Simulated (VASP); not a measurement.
# AlN (P6_3mc) in VASP: dielectric tensor with r2SCAN

Aim: the dielectric tensor of AlN with r2SCAN.

Everything below comes from runs of VASP 6.6.1. Logs are shortened: lines on timing, memory, paths and dates and some standing lists are left out, and cuts for length are marked.

## 1. The cell of the first run

It takes space group P6_3mc (No. 186, hexagonal). Conventional cell: a = 3.107 Å, b = 3.107 Å, c = 4.979 Å, α = 90.00°, β = 90.00°, γ = 120.00°. Al (site symmetry 3m) has 4 N at 1.89 to 1.90 Å within 2.5 Å. Within 2.5 Å of N (site symmetry 3m) lie 4 Al at 1.89 to 1.90 Å.

## 2. Dielectric tensor, r2SCAN

INCAR reads:

```
SYSTEM = AlN
PREC = Accurate
ENCUT = 520
EDIFF = 1E-8
ISMEAR = 0
SIGMA = 0.01
LREAL = .FALSE.
LASPH = .TRUE.
NELM = 100
ALGO = Normal
ISIF = 2
LWAVE = .FALSE.
LCHARG = .FALSE.
METAGGA = R2SCAN
LMIXTAU = .TRUE.
LCALCEPS = .TRUE.
```

KPOINTS reads:

```
regular mesh
0
G
  9 9 4
  0 0 0
```

POSCAR reads:

```
AlN
1.0
    3.1066937601      0.0000000000      0.0000000000
   -1.5533468801      2.6904757181      0.0000000000
    0.0000000000      0.0000000000      4.9785915499
Al N
2 2
Direct
    0.3333333333      0.6666666667     -0.0032954728
    0.6666666667      0.3333333333      0.4967045272
    0.3333333333      0.6666666667      0.3782954728
    0.6666666667      0.3333333333      0.8782954728
```

Potentials or basis: VASP PAW PBE potentials, release 64 (Al, N).

On the command line:

```sh
$ cat potpaw_PBE.64/Al/POTCAR potpaw_PBE.64/N/POTCAR > POTCAR
$ mpirun -np 1 vasp_std > vasp.out
```

OUTCAR:

```text
SYSTEM = AlN
   PREC = Accurate
   ENCUT = 520
   EDIFF = 1E-8
   ISMEAR = 0
   LREAL = .FALSE.
   LASPH = .TRUE.
   NELM = 100
   ISIF = 2
   METAGGA = R2SCAN

 ion  position               nearest neighbor table
   1  0.333  0.667  0.997-   4 1.89   4 1.89   4 1.89   3 1.90   2 3.07   2 3.07   2 3.07   2 3.07
                             2 3.07   2 3.07
   2  0.667  0.333  0.497-   3 1.89   3 1.89   3 1.89   4 1.90   1 3.07   1 3.07   1 3.07   1 3.07
                             1 3.07   1 3.07
   3  0.333  0.667  0.378-   2 1.89   2 1.89   2 1.89   1 1.90
   4  0.667  0.333  0.878-   1 1.89   1 1.89   1 1.89   2 1.90

  LATTYP: Found a hexagonal cell.
 ALAT       =     3.1066937601
 C/A-ratio  =     1.6025369523

  Lattice vectors:

 A1 = (   3.1066937601,   0.0000000000,   0.0000000000)
 A2 = (  -1.5533468801,   2.6904757181,   0.0000000000)
 A3 = (   0.0000000000,   0.0000000000,   4.9785915499)

Analysis of symmetry for initial positions (statically):
=====================================================================
 Subroutine PRICEL returns:
 Original cell was already a primitive cell.

 Routine SETGRP: Setting up the symmetry group for a
 hexagonal supercell.

 Subroutine GETGRP returns: Found 12 space group operations
 (whereof  6 operations were pure point group operations)
 out of a pool of 24 trial point group operations.

The static configuration has the point symmetry C_3v.
 The point group associated with its full space group is C_6v.

Analysis of symmetry for dynamics (positions and initial velocities):
=====================================================================
 Subroutine PRICEL returns:
 Original cell was already a primitive cell.

 Routine SETGRP: Setting up the symmetry group for a
 hexagonal supercell.

 Subroutine GETGRP returns: Found 12 space group operations
 (whereof  6 operations were pure point group operations)
 out of a pool of 24 trial point group operations.

The dynamic configuration has the point symmetry C_3v.
 The point group associated with its full space group is C_6v.

 Subroutine INISYM returns: Found 12 space group operations
 (whereof  6 operations are pure point group operations),
 and found     1 'primitive' translations

----------------------------------------------------------------------------------------

[... 165 lines left out ...]
      9   10000.0000      0.00000
     10   10000.0000      0.00000
     11   10000.0000      0.00000
     12   10000.0000      0.00000
[... 331 lines left out ...]
 k-point    24 :       0.3333    0.3333    0.2500
  band No.  band energies     occupation
      1      -7.5690      2.00000
      2      -7.5690      2.00000
      3       1.2872      2.00000
      4       1.4508      2.00000
      5       1.4509      2.00000
      6       2.9123      2.00000
      7       4.4263      2.00000
      8       4.4263      2.00000
      9   10000.0000      0.00000
     10   10000.0000      0.00000
     11   10000.0000      0.00000
     12   10000.0000      0.00000

 [... further k-points ...]

------------------------ aborting loop because EDIFF is reached ----------------------------------------

            Ionic dipole moment: p[ion]=(     0.00000     0.00000    13.75675 ) |e| Angst

 Total electronic dipole moment: p[elc]=(    -0.00000    -0.00000    -0.29106 ) |e| Angst

 MACROSCOPIC STATIC DIELECTRIC TENSOR (including local field effects)
 ------------------------------------------------------
           4.123644    -0.000000    -0.000000
          -0.000000     4.123644     0.000000
           0.000000    -0.000000     4.308804
 ------------------------------------------------------

 PIEZOELECTRIC TENSOR (including local field effects) (e Angst)
          XX          YY          ZZ          XY          YZ          ZX
  --------------------------------------------------------------------------------
  x    -0.00000     0.00000     0.00000    -0.00000    -0.00000     0.85267
  y     0.00000     0.00000    -0.00000    -0.00000     0.85267    -0.00000
  z     0.65821     0.65821    -1.00029    -0.00000     0.00000     0.00000

 PIEZOELECTRIC TENSOR (including local field effects) (C/m^2)
          XX          YY          ZZ          XY          YZ          ZX
  --------------------------------------------------------------------------------
  x    -0.00000     0.00000     0.00000    -0.00000    -0.00000     0.32829
  y     0.00000     0.00000    -0.00000    -0.00000     0.32829    -0.00000
  z     0.25342     0.25342    -0.38513    -0.00000     0.00000     0.00000

 BORN EFFECTIVE CHARGES (including local field effects) (in |e|, cummulative output)
 ---------------------------------------------------------------------------------
 ion    1
    1     2.49841    -0.00000     0.00000
    2    -0.00000     2.49841     0.00000
    3     0.00000     0.00000     2.65374
 ion    2
    1     2.49841    -0.00000     0.00000
    2    -0.00000     2.49841     0.00000
    3    -0.00000     0.00000     2.65374
 ion    3
    1    -2.49841     0.00000     0.00000
    2     0.00000    -2.49841     0.00000
    3     0.00000     0.00000    -2.65374
 ion    4
    1    -2.49841     0.00000     0.00000
    2     0.00000    -2.49841     0.00000
    3    -0.00000     0.00000    -2.65374

  FORCE on cell =-STRESS in cart. coord.  units (eV):
  Direction    XX          YY          ZZ          XY          YZ          ZX
  --------------------------------------------------------------------------------------
  -------------------------------------------------------------------------------------
  Total       -0.1026811     -0.1026811     -0.0976971      0.0000000      0.0000000      0.0000000
  in kB       -3.9533658     -3.9533658     -3.7614748      0.0000000      0.0000000      0.0000000
  external PRESSURE =      -3.8894021 kB  Pullay stress =       0.0000000 kB

 VOLUME and BASIS-vectors are now :
 -----------------------------------------------------------------------------
  energy-cutoff  :      520.00
  volume of cell :       41.61
      direct lattice vectors                 reciprocal lattice vectors
     3.106693760  0.000000000  0.000000000     0.321885605  0.185840741  0.000000000
    -1.553346880  2.690475718  0.000000000     0.000000000  0.371681481  0.000000000
     0.000000000  0.000000000  4.978591550     0.000000000  0.000000000  0.200860020

 POSITION                                       TOTAL-FORCE (eV/Angst)
 -----------------------------------------------------------------------------------
     -0.00000      1.79365      4.96218        -0.000000      0.000000     -0.002187
      1.55335      0.89683      2.47289         0.000000     -0.000000     -0.002187
     -0.00000      1.79365      1.88338        -0.000000      0.000000      0.002187
      1.55335      0.89683      4.37267        -0.000000      0.000000      0.002187
 -----------------------------------------------------------------------------------
    total drift:                               -0.000000     -0.000000     -0.017410

  FREE ENERGIE OF THE ION-ELECTRON SYSTEM (eV)
  ---------------------------------------------------
  free  energy   TOTEN  =       -38.4537827850 eV

  energy  without entropy=      -38.4537827850  energy(sigma->0) =      -38.45378279
```

Wall time 58 min (1 thread of Oxide Virtual Turin-like, shared host); peak memory 0.41 GiB.

What came out:

```yaml
Band_gap_on_the_k_mesh: 4.92 eV, direct
Electronic_dielectric_tensor_diagonal: 4.12, 4.12, 4.31
Born_charges_mean_of_the_diagonal: Al +2.55; N -2.55 e
```

Levels at points of the mesh, in eV from the valence-band top:
```
           k point  band 6  band 7  band 8  band 9  band 10  band 11
(0.00, 0.00, 0.00)   -0.22   -0.22    0.00    4.92     7.54    11.62
(0.00, 0.00, 0.50)   -0.56   -0.56   -0.56    7.26     7.26    11.32
```

Electronic dielectric tensor:
```
4.12 0.00 0.00
0.00 4.12 0.00
0.00 0.00 4.31
```

Born effective charge tensors (e):
atom 1, Al
```
2.50 0.00 0.00
0.00 2.50 0.00
0.00 0.00 2.65
```
atom 2, Al
```
2.50 0.00 0.00
0.00 2.50 0.00
0.00 0.00 2.65
```
atom 3, N
```
-2.50  0.00  0.00
 0.00 -2.50  0.00
 0.00  0.00 -2.65
```
atom 4, N
```
-2.50  0.00  0.00
 0.00 -2.50  0.00
 0.00  0.00 -2.65
```

Dipole moments of the cell (e·Å, modulo the quantum): ionic 0.000, 0.000, 13.757; electronic 0.000, 0.000, -0.291

Caveat: the PAW data sets were made with another functional, which shifts forces and pressure a little. r2SCAN opens gaps a little over a GGA but as a rule still falls short of measured ones.
